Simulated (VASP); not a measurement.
A run of VASP 6.6.1 is set up as follows.

INCAR

```
ALGO = Normal ; EDIFF = 1E-6
EDIFFG = -0.01 ; ENCUT = 600
GGA = PE ; IBRION = 2
ISIF = 3 ; ISMEAR = 0
LASPH = T ; LCHARG = F
LREAL = F ; LWAVE = F
NELM = 80 ; NSW = 100
PREC = Accurate ; SIGMA = 0.1
```

KPOINTS

```
k-points
0
Gamma
  12 12 8
```

The input POSCAR:

```
Sc2BP3
1.0
    5.0258896737      0.0000000000      0.0000000000
   -2.5129448369      4.3525481341      0.0000000000
    0.0000000000      0.0000000000      4.5027065267
Sc B P
2 1 3
Direct
    0.6666666667      0.3333333333      0.0000000000
    0.3333333333      0.6666666667      0.0000000000
    0.0000000000      0.0000000000      0.0000000000
    0.0000000000      0.5000000000      0.5000000000
    0.5000000000      0.5000000000      0.5000000000
    0.5000000000      0.0000000000      0.5000000000
```

Potentials or basis: VASP PAW PBE potentials, release 64 (Sc_sv, B, P).

Launch:

```console
$ cat potpaw_PBE.64/Sc_sv/POTCAR potpaw_PBE.64/B/POTCAR potpaw_PBE.64/P/POTCAR > POTCAR
$ mpirun -np 1 vasp_std > vasp.out
```

What does it give for the relaxed cell?

a = 4.986 Å, b = 4.986 Å, c = 4.554 Å, α = 90.00°, β = 90.00°, γ = 120.00°.

What does it give for the relaxed volume?

16.34 Å³/atom.

Estimate the band gap on the k mesh.

zero (bands 20 and 21 overlap by 0.67 eV).

Step by step:
```csv
step,energy change (eV),largest force (eV/Å),pressure (GPa),volume (Å³)
1,0.0000,0.0000,-0.01,98.50
2,-0.0055,0.0000,-0.22,98.49
3,-0.0072,0.0000,-0.40,98.47
4,-0.0075,0.0000,0.21,97.79
5,-0.0077,0.0000,0.00,98.03
```
